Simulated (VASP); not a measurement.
# MgB2 (P6/mmm) in VASP: further runs

The runs below take MgB2 through single point, with PBEsol.

Everything below comes from runs of VASP 6.6.1. Logs are shortened: lines on timing, memory, paths and dates and some standing lists are left out, and cuts for length are marked.

## (1) The cell of the first run

The structure is hexagonal, space group P6/mmm (No. 191). The conventional cell has a = 3.200 Å, b = 3.200 Å, c = 3.602 Å, α = 90.00°, β = 90.00°, γ = 120.00°. Mg (site symmetry 6/mmm) has 12 B at 2.58 Å and 6 Mg at 3.20 Å within 3.4 Å. Within 2.5 Å of B (site symmetry -6m2) lie 3 B at 1.85 Å.

## (2) Single point, PBEsol (strained)

INCAR

```
SYSTEM = MgB2
PREC = Accurate
ENCUT = 520
EDIFF = 1E-6
ISMEAR = 0
SIGMA = 0.1
LREAL = .FALSE.
LASPH = .TRUE.
NELM = 80
ALGO = Normal
ISIF = 2
LWAVE = .FALSE.
LCHARG = .FALSE.
GGA = PS
NBANDS = 11
```

KPOINTS

```
Automatic mesh
0
G
  15 15 10
  0 0 0
```

POSCAR

```
MgB2
1.0
    3.2000403818      0.0000000000      0.0000000000
   -1.6000201909      2.7713162638      0.0000000000
    0.0000000000      0.0000000000      3.6015276700
Mg B
1 2
Direct
    0.0000000000      0.0000000000      0.0000000000
    0.3333333333      0.6666666667      0.5000000000
    0.6666666667      0.3333333333      0.5000000000
```

Potentials or basis: VASP PAW PBE potentials, release 64 (Mg, B).

On the command line:

```console
$ cat potpaw_PBE.64/Mg/POTCAR potpaw_PBE.64/B/POTCAR > POTCAR
$ mpirun -np 1 vasp_std > vasp.out
```

OUTCAR:

```text
SYSTEM = MgB2
   PREC = Accurate
   ENCUT = 520
   EDIFF = 1E-6
   ISMEAR = 0
   LREAL = .FALSE.
   LASPH = .TRUE.
   NELM = 80
   ISIF = 2
   GGA = PS

 ion  position               nearest neighbor table
   1  0.000  0.000  0.000-   2 2.58   3 2.58   2 2.58   3 2.58   3 2.58   3 2.58   2 2.58   2 2.58
                             3 2.58   3 2.58   2 2.58   2 2.58
   2  0.333  0.667  0.500-   3 1.85   3 1.85   3 1.85   1 2.58   1 2.58   1 2.58   1 2.58   1 2.58
                             1 2.58
   3  0.667  0.333  0.500-   2 1.85   2 1.85   2 1.85   1 2.58   1 2.58   1 2.58   1 2.58   1 2.58
                             1 2.58

  LATTYP: Found a hexagonal cell.
 ALAT       =     3.2000403818
 C/A-ratio  =     1.1254631943

  Lattice vectors:

 A1 = (   3.2000403818,   0.0000000000,   0.0000000000)
 A2 = (  -1.6000201909,   2.7713162638,   0.0000000000)
 A3 = (   0.0000000000,   0.0000000000,   3.6015276700)

Analysis of symmetry for initial positions (statically):
=====================================================================
 Subroutine PRICEL returns:
 Original cell was already a primitive cell.

 Routine SETGRP: Setting up the symmetry group for a
 hexagonal supercell.

 Subroutine GETGRP returns: Found 24 space group operations
 (whereof 24 operations were pure point group operations)
 out of a pool of 24 trial point group operations.

The static configuration has the point symmetry D_6h.

Analysis of symmetry for dynamics (positions and initial velocities):
=====================================================================
 Subroutine PRICEL returns:
 Original cell was already a primitive cell.

 Routine SETGRP: Setting up the symmetry group for a
 hexagonal supercell.

 Subroutine GETGRP returns: Found 24 space group operations
 (whereof 24 operations were pure point group operations)
 out of a pool of 24 trial point group operations.

The dynamic configuration has the point symmetry D_6h.

 Subroutine INISYM returns: Found 24 space group operations
 (whereof 24 operations are pure point group operations),
 and found     1 'primitive' translations

----------------------------------------------------------------------------------------

                                     Primitive cell

  volume of cell :      31.9395

  direct lattice vectors                    reciprocal lattice vectors
     3.200040382  0.000000000  0.000000000     0.312496057  0.180419682  0.000000000
    -1.600020191  2.771316264  0.000000000     0.000000000  0.360839365  0.000000000
     0.000000000  0.000000000  3.601527670     0.000000000  0.000000000  0.277659952

  length of vectors
     3.200040382  3.200040382  3.601527670     0.360839365  0.360839365  0.277659952

  position of ions in fractional coordinates (direct lattice)
     0.000000000  0.000000000  0.000000000
     0.333333333  0.666666667  0.500000000
     0.666666667  0.333333333  0.500000000

  ion indices of the primitive-cell ions
   primitive index   ion index
                 1           1
                 2           2
                 3           3

----------------------------------------------------------------------------------------

 KPOINTS: Automatic mesh

Automatic generation of k-mesh.
 Grid dimensions read from file:
 generate k-points for:   15   15   10

 Generating k-lattice:

  Cartesian coordinates                     Fractional coordinates (reciprocal lattice)
     0.020833070  0.012027979  0.000000000     0.066666667  0.000000000  0.000000000
     0.000000000  0.024055958  0.000000000     0.000000000  0.066666667  0.000000000
     0.000000000  0.000000000  0.027765995     0.000000000  0.000000000  0.100000000

  Length of vectors
     0.024055958  0.024055958  0.027765995

  Shift w.r.t. Gamma in fractional coordinates (k-lattice)
     0.000000000  0.000000000  0.000000000

 Subroutine IBZKPT returns following result:
 ===========================================

 Found    162 irreducible k-points:

 Following reciprocal coordinates:
            Coordinates               Weight
  0.000000  0.000000  0.000000      1.000000
  0.066667  0.000000  0.000000      6.000000
  0.133333  0.000000  0.000000      6.000000
  0.200000  0.000000  0.000000      6.000000
  0.266667  0.000000  0.000000      6.000000
  0.333333  0.000000  0.000000      6.000000
[... 16 lines left out ...]
  0.333333  0.200000  0.000000     12.000000
  0.400000  0.200000  0.000000      6.000000
 [... further k-points ...]
   k-points           NKPTS =    162   k-points in BZ     NKDIM =    162   number of bands    NBANDS=     11
   number of dos      NEDOS =    301   number of ions     NIONS =      3
   total plane-waves  NPLWV =  16128
   dimension x,y,z NGX =    24 NGY =   24 NGZ =   28
   dimension x,y,z NGXF=    48 NGYF=   48 NGZF=   56
   ions per type =               1   2
   NGX,Y,Z   is equivalent  to a cutoff of  12.47, 12.47, 12.92 a.u.
   NGXF,Y,Z  is equivalent  to a cutoff of  24.94, 24.94, 25.85 a.u.
 SYSTEM =  MgB2
   PREC   = accura    normal or accurate (medium, high low for compatibility)
   ISTART =      0    job   : 0-new  1-cont  2-samecut
   ICHARG =      2    charge: 1-file 2-atom 10-const
   ISPIN  =      1    spin polarized calculation?
   LNONCOLLINEAR =      F non collinear calculations
   LSORBIT =      F    spin-orbit coupling
   LASPH  =      T    aspherical Exc in radial PAW
   ENCUT  =  520.0 eV  38.22 Ry    6.18 a.u.   5.95  5.95  6.70*2*pi/ulx,y,z
   NELM   =     80;   NELMIN=  2; NELMDL= -5     # of ELM steps
   EDIFF  = 0.1E-05   stopping-criterion for ELM
   LREAL  =      F    real-space projection
   EDIFFG = 0.1E-04   stopping-criterion for IOM
   NSW    =      0    number of steps for IOM
   IBRION =     -1    ionic relax: 0-MD 1-quasi-New 2-CG
   NFREE  =      0    steps in history (QN), initial steepest desc. (CG)
   ISIF   =      2    stress and relaxation
   ISYM   =      2    0-nonsym 1-usesym 2-fastsym
   POTIM  = 0.5000    time-step for ionic-motion
   TEBEG  =    0.0;   TEEND  =   0.0 temperature during run
   PSTRESS=    0.0 pullay stress
   NELECT =       8.0000    total number of electrons
   NUPDOWN=      -1.0000    fix difference up-down
   EMIN   =  10.00;   EMAX   =-10.00  energy-range for DOS
   EFERMI =   0.00;   METHOD = LEGACY
   ISMEAR =     0;   SIGMA  =   0.10  broadening in eV -4-tet -1-fermi 0-gaus
   EFERMI_NEDOS =   21; number of points for ismear=-14 and -15
   IALGO  =     38    algorithm
   IMIX   =      4    mixing-type and parameters
     AMIX     =   0.40;   BMIX     =  1.00
     AMIX_MAG =   1.60;   BMIX_MAG =  1.00
  volume/ion in A,a.u.               =      10.65        71.85
  Fermi-wavevector in a.u.,A,eV,Ry     =   1.031958  1.950118 14.489354  1.064937
  Thomas-Fermi vector in A             =   2.166132
   LORBIT       =      0    0 simple, 1 ext, 2 COOP (PROOUT), +10 PAW based schemes
   GGA     = PS    functional components
   LHFCALC =     F    Hartree Fock is set to
   AEXX    =    0.0000 exact exchange contribution
   IVDW    =     0    specifies the selected vdW correction
   LEPSILON=     F    determine dielectric tensor
   LRPA    =     F    only Hartree local field effects (RPA)
 non-spin polarized calculation
 Gauss-broadening in eV      SIGMA  =   0.10
  energy-cutoff  :      520.00
  volume of cell :       31.94
 maximum number of plane-waves:       882
 NGX is ok and might be reduce to    24
   NGX = 11   NGY = 11   NGZ = 13

 number of electron       8.0000000 magnetization

 Free energy of the ion-electron system (eV)
  ---------------------------------------------------
  ext. energy  EPLUGINS =         0.00000000
  ---------------------------------------------------
  free energy    TOTEN  =       -16.03255960 eV

  energy without entropy =      -16.02756524  energy(sigma->0) =      -16.03006242

 E-fermi :   4.4991     XC(G=0): -10.6288

 val. band max:        4.4872288808   @ k =   0.0667   0.0667   0.3000
 cond. band min:       4.5001093647   @ k =   0.4667   0.0000   0.3000
 fundamental gap:      0.0128804839
 Fermi energy:         4.4991107178

 k-point     1 :       0.0000    0.0000    0.0000
  band No.  band energies     occupation
      1      -7.2850      2.00000
      2       1.9436      2.00000
      3       4.7945      0.00003
      4       4.7945      0.00003
      5       6.1736      0.00000
      6      10.2815      0.00000
      7      10.2815      0.00000
      8      11.4239      0.00000
      9      13.6073      0.00000
     10      15.9353      0.00000
     11      19.8474      0.00000

 k-point     2 :       0.0667    0.0000    0.0000
  band No.  band energies     occupation
      1      -7.2129      2.00000
      2       2.0139      2.00000
      3       4.4017      1.83162
      4       4.6209      0.08499
      5       6.2409      0.00000
      6      10.1980      0.00000
      7      10.5974      0.00000
      8      11.6373      0.00000
      9      13.3707      0.00000
     10      16.3251      0.00000
     11      19.3798      0.00000

 k-point     3 :       0.1333    0.0000    0.0000
  band No.  band energies     occupation
      1      -6.9971      2.00000
      2       2.2239      2.00000
      3       3.4296      2.00000
      4       4.2014      1.99997
      5       6.4458      0.00000
      6       9.8752      0.00000
      7      11.4396      0.00000
      8      12.2396      0.00000
      9      12.7078      0.00000
     10      17.3369      0.00000
     11      18.4485      0.00000
[... 267 lines left out ...]
 k-point    23 :       0.3333    0.2000    0.0000
  band No.  band energies     occupation
      1      -3.8966      2.00000
      2      -1.8068      2.00000
      3       0.4080      2.00000
      4       5.0445      0.00000
      5       7.6165      0.00000
      6       9.3916      0.00000
      7      10.5666      0.00000
      8      11.8064      0.00000
      9      13.6691      0.00000
     10      15.2293      0.00000
     11      16.1536      0.00000

 k-point    24 :       0.4000    0.2000    0.0000
  band No.  band energies     occupation
      1      -3.2649      2.00000
      2      -2.5265      2.00000
      3       0.3165      2.00000
      4       5.4095      0.00000
      5       7.1805      0.00000
      6       9.9206      0.00000
      7      10.1940      0.00000
      8      11.6654      0.00000
      9      13.5274      0.00000
     10      15.3353      0.00000
     11      16.8269      0.00000

 [... further k-points ...]
[... 5 lines left out ...]
  --------------------------------------------------------------------------------------
  -------------------------------------------------------------------------------------
  Total       -3.6956256     -3.6956256     -1.7415273      0.0000000      0.0000000      0.0000000
  in kB     -185.3831422   -185.3831422    -87.3599895      0.0000000      0.0000000      0.0000000
  external PRESSURE =    -152.7087579 kB  Pullay stress =       0.0000000 kB

 VOLUME and BASIS-vectors are now :
 -----------------------------------------------------------------------------
  energy-cutoff  :      520.00
  volume of cell :       31.94
      direct lattice vectors                 reciprocal lattice vectors
     3.200040382  0.000000000  0.000000000     0.312496057  0.180419682  0.000000000
    -1.600020191  2.771316264  0.000000000     0.000000000  0.360839365  0.000000000
     0.000000000  0.000000000  3.601527670     0.000000000  0.000000000  0.277659952

 POSITION                                       TOTAL-FORCE (eV/Angst)
 -----------------------------------------------------------------------------------
      0.00000      0.00000      0.00000         0.000000      0.000000      0.000000
     -0.00000      1.84754      1.80076         0.000000      0.000000      0.000000
      1.60002      0.92377      1.80076        -0.000000      0.000000     -0.000000
 -----------------------------------------------------------------------------------
    total drift:                                0.000000     -0.000000      0.000000

  FREE ENERGIE OF THE ION-ELECTRON SYSTEM (eV)
  ---------------------------------------------------
  free  energy   TOTEN  =       -16.0325595965 eV

  energy  without entropy=      -16.0275652423  energy(sigma->0) =      -16.03006242
```

Wall time 22 s (1 thread of AMD EPYC 9R45 (Zen 5), shared host); peak memory 0.16 GiB.

What came out:

```
Free energy            : -16.0326 eV
Pressure               : -15.3 GPa
Band gap on the k mesh : zero (band 4 reaches 6.33 eV, above the bottom of band 5 at 2.67 eV)
```

Stress tensor (GPa, compression positive):
```
-18.54   0.00   0.00
  0.00 -18.54   0.00
  0.00   0.00  -8.74
```

Caveat: the cell differs from its parent crystal (strained); the PAW data sets were made with another functional, which shifts forces and pressure a little.

## (3) Single point, PBEsol

INCAR

```
ALGO     = Normal         # electronic algorithm
EDIFF    = 1E-6           # SCF threshold, eV
ENCUT    = 520            # plane-wave cutoff, eV
GGA      = PS             # functional
ISIF     = 2              # what is computed and relaxed
ISMEAR   = 0              # smearing method
LASPH    = True           # aspherical terms in the spheres
LCHARG   = False          # write CHGCAR
LREAL    = False          # projectors in reciprocal space
LWAVE    = False          # write WAVECAR
NBANDS   = 11             # bands
NELM     = 100            # most SCF steps
PREC     = Accurate       # precision mode
SIGMA    = 0.1            # smearing width, eV
```

KPOINTS

```
k-points
0
Gamma
  15 15 10
```

POSCAR is that of step 2.

Potentials or basis: VASP PAW PBE potentials, release 64 (Mg, B).

On the command line:

```console
$ cat potpaw_PBE.64/Mg/POTCAR potpaw_PBE.64/B/POTCAR > POTCAR
$ mpirun -np 1 vasp_std > vasp.out
```

Wall time 22 s (1 thread of AMD EPYC 9R45 (Zen 5), shared host); peak memory 0.16 GiB.

Results (log left out):

```yaml
Free_energy: -16.0326 eV
Pressure: -15.3 GPa
Band_gap_on_the_k_mesh: zero (band 4 reaches 6.33 eV, above the bottom of band 5 at 2.67 eV)
```

Stress tensor (GPa, compression positive):
```
-18.54   0.00   0.00
  0.00 -18.54   0.00
  0.00   0.00  -8.74
```

Levels at points of the mesh, in eV from the Fermi level:
| k point | band 2 | band 3 | band 4 | band 5 | band 6 | band 7 |
| --- | --- | --- | --- | --- | --- | --- |
| (0.00, 0.00, 0.00) | -2.56 | 0.30 | 0.30 | 1.67 | 5.78 | 5.78 |
| (0.00, 0.00, 0.50) | -6.90 | 0.65 | 0.65 | 6.18 | 6.18 | 7.28 |

Caveat: the PAW data sets were made with another functional, which shifts forces and pressure a little.
